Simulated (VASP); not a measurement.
Write the native input for VASP 6.6.1 that does the following.

```
Task                   : single point
Functional             : PBE
Potentials or basis    : VASP PAW PBE potentials, release 64 (Ni)
Cutoff                 : 600 eV
k mesh                 : 21 × 21 × 21
Occupations            : fermi-dirac, width 0.05 eV
Spin                   : no spin polarisation
Dipole correction      : no
Further INCAR settings : ALGO = Normal; EDIFF = 1e-06; NBANDS = 11
```

The structure of Ni lies in POSCAR:

```
Ni
1.0
    0.0000000000      1.7560872397      1.7560872397
    1.7560872397      0.0000000000      1.7560872397
    1.7560872397      1.7560872397      0.0000000000
Ni
1
Direct
    0.0000000000      0.0000000000      0.0000000000
```

One way to write it, as run:

INCAR

```
SYSTEM = Ni
ALGO = Normal
EDIFF = 1E-6
ENCUT = 600
GGA = PE
GGA_COMPAT = .False.
ISIF = 2
ISMEAR = -1
LASPH = .True.
LCHARG = .False.
LREAL = .False.
LWAVE = .False.
NBANDS = 11
NELM = 120
PREC = Accurate
SIGMA = 0.05
```

KPOINTS

```
k-points
0
Gamma
  21 21 21
  0 0 0
```

Potentials or basis: VASP PAW PBE potentials, release 64 (Ni).

The run is started by

```sh
$ cat potpaw_PBE.64/Ni/POTCAR > POTCAR
$ mpirun -np 1 vasp_std > vasp.out
```

Results of the run:

```json
{"Pressure": "-0.1 GPa", "Band gap on the k mesh": "zero (bands 5 and 6 overlap by 0.96 eV)"}
```

Caveat: the run has no spin polarisation, though such a crystal can be magnetic.

It took 32 s on 1 thread of AMD EPYC 7R43 64-Core Processor (Zen 3), with other jobs on the host, peak memory 0.12 GiB.
